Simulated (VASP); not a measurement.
Input of a VASP 6.6.1 run:

File INCAR:

```
ALGO = Normal
EDIFF = 1E-6
ENCUT = 520
GGA = PE
ISIF = 2
ISMEAR = 0
LASPH = True
LCHARG = True
LELF = True
LREAL = False
LVHAR = True
LWAVE = False
NBANDS = 24
NELM = 100
PREC = Accurate
SIGMA = 0.1
```

File KPOINTS:

```
k-points
0
Gamma
  4 4 4
```

The input POSCAR:

```
La2AlF
1.0
    4.0758968800      0.0000000000      0.0000000000
    0.0000000000      4.0758968800      0.0000000000
    0.0000000000      0.0000000000      5.5620290700
La Al F
2 1 1
Direct
    0.0000000000      0.0000000000      0.5000000000
    0.5000000000      0.5000000000      0.0000000000
    0.0000000000      0.0000000000      0.0000000000
    0.5000000000      0.5000000000      0.5000000000
```

Potentials or basis: VASP PAW PBE potentials, release 64 (La, Al, F).

Command:

```bash
$ cat potpaw_PBE.64/La/POTCAR potpaw_PBE.64/Al/POTCAR potpaw_PBE.64/F/POTCAR > POTCAR
$ mpirun -np 1 vasp_std > vasp.out
```

Q: Predict the band gap on the k mesh.

A: Zero (band 16 reaches 8.92 eV, above the bottom of band 17 at 8.07 eV).

Q: Predict the pressure.

A: 9.3 GPa.

Stress tensor (GPa, compression positive):
```
 7.49  0.00  0.00
 0.00  7.49  0.00
 0.00  0.00 12.86
```

Caveat: the k points lie up to 0.39 Å⁻¹ apart; spin-orbit coupling is left out, which moves the levels of the heavy elements.
